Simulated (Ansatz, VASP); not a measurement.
Cd: VASP beside Ansatz

```
Cd
1.0
     3.28450    0.00000    0.00000
    -1.64225    2.84446    0.00000
     0.00000    0.00000   10.45045
Cd
4
Direct
  0.00000 0.00000 0.00000
  0.33333 0.66667 0.27034
  0.00000 0.00000 0.50000
  0.66667 0.33333 0.72966
```

Alike in both runs: task single point; functional PBEsol; k mesh 15 × 15 × 4; occupations gaussian, width 0.1 eV; no spin polarisation.

|  | VASP | Ansatz |
| --- | --- | --- |
| version | VASP 6.6.1 | Ansatz 0.2.0 |
| potentials or method | VASP PAW PBE potentials, release 64 (Cd), cutoff 520 eV | scalar-relativistic, plane waves, PAW |
| valence electrons in the cell | 48 | 80 |

```csv
,VASP,Ansatz,Ansatz less VASP
gap on the k mesh at the Fermi level (eV),none,none,-
pressure (GPa),-4.8,-5.0,-0.18
"traceless stress, the component that is largest in VASP (GPa)",0.28,0.26,-0.015
rms of the force components (eV/Å),0.143,0.137,-0.0058
```

VASP's potentials were made for PBE, not for PBEsol. Atom by atom the forces differ by 0.006 eV/Å (rms over components). A gap of «none» marks a metal or a gap that the smearing closes. VASP's potentials hold 48 valence electrons a cell and Ansatz's 80, so a difference there can come from the potentials and not from the codes.
